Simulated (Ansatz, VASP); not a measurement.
MnS in VASP and in Ansatz

```
CELL_PARAMETERS angstrom
0.00000 2.61225 2.61225
5.22450 2.61225 2.61225
5.22450 5.22450 0.00000
ATOMIC_POSITIONS crystal
Mn 0.00000 0.00000 0.00000
Mn 0.00000 0.00000 0.50000
S 0.50000 0.50000 0.00000
S 0.50000 0.50000 0.50000
```

Alike in both runs: task single point; functional PBEsol; k mesh 6 × 6 × 6; occupations gaussian, width 0.05 eV; collinear spin; Hubbard terms Mn d U = 4.0 eV, J = 0.9 eV.

|  | VASP | Ansatz |
| --- | --- | --- |
| version | VASP 6.6.1 | Ansatz 0.2.0 |
| potentials or method | VASP PAW PBE potentials, release 64 (Mn_pv, S), cutoff 520 eV | scalar-relativistic, plane waves, PAW |
| valence electrons in the cell | 38 | 42 |

VASP gave:

```
gap on the k mesh at the Fermi level (eV)                     : 0.19
least direct gap on the mesh (eV)                             : 1.52
pressure (GPa)                                                : -1.0
net moment per atom (μB)                                      : 2.50
size of the moment on the site where the two differ most (μB) : 4.55
```

Which values does Ansatz return?

gap on the k mesh at the Fermi level (eV): 0.48; least direct gap on the mesh (eV): 1.84; pressure (GPa): -0.6; net moment per atom (μB): 2.50; size of the moment on the site where the two differ most (μB): 4.47.

VASP's potentials were made for PBE, not for PBEsol. Site moments also hang on the region over which each program counts them. The programs project onto different local orbitals, so the same U acts differently, and such runs can settle in different states. VASP's potentials hold 38 valence electrons a cell and Ansatz's 42, so a difference there can come from the potentials and not from the codes.
